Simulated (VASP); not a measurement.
Write the native input for VASP 6.6.1 that does the following.

```yaml
Task: single point
Functional: PBEsol
Potentials_or_basis: VASP PAW PBE potentials, release 64 (Ba_sv)
Cutoff: 520 eV
k_mesh: 9 × 9 × 5
Occupations: fermi-dirac, width 0.03 eV
Spin: no spin polarisation
Dipole_correction: no
Further_INCAR_settings: ALGO = Normal; EDIFF = 1e-07; NBANDS = 17
```

The structure of Ba lies in POSCAR:

```
Ba
1.0
    3.5190753799     -2.4659614929      0.0000000000
    3.5190753799      2.4659614929      0.0000000000
    0.0000000000      0.0000000000      7.0445169645
Ba
2
Direct
    0.7467739700      0.2532260300      0.2500000000
    0.2532260300      0.7467739700      0.7500000000
```

The input as run:

INCAR

```
PREC = Accurate
ENCUT = 520
EDIFF = 1E-7
ISMEAR = -1
SIGMA = 0.03
LREAL = False
LASPH = True
NELM = 80
ALGO = Normal
ISIF = 2
LWAVE = False
LCHARG = False
GGA = PS
NBANDS = 17
```

KPOINTS

```
Automatic mesh
0
Gamma
  9 9 5
```

Potentials or basis: VASP PAW PBE potentials, release 64 (Ba_sv).

The run is started by

```bash
$ cat potpaw_PBE.64/Ba_sv/POTCAR > POTCAR
$ mpirun -np 1 vasp_std > vasp.out
```

It gave:

```
Pressure               : -0.3 GPa
Largest force          : 0.021 eV/Å
Band gap on the k mesh : zero (bands 10 and 11 overlap by 1.03 eV)
```

Caveat: the PAW data sets were made with another functional, which shifts forces and pressure a little; spin-orbit coupling is left out, which moves the levels of the heavy elements.

Wall time 61 s on 1 thread of AMD EPYC 9R45 96-Core Processor (Zen 5), with other jobs on the host, peak memory 0.27 GiB.
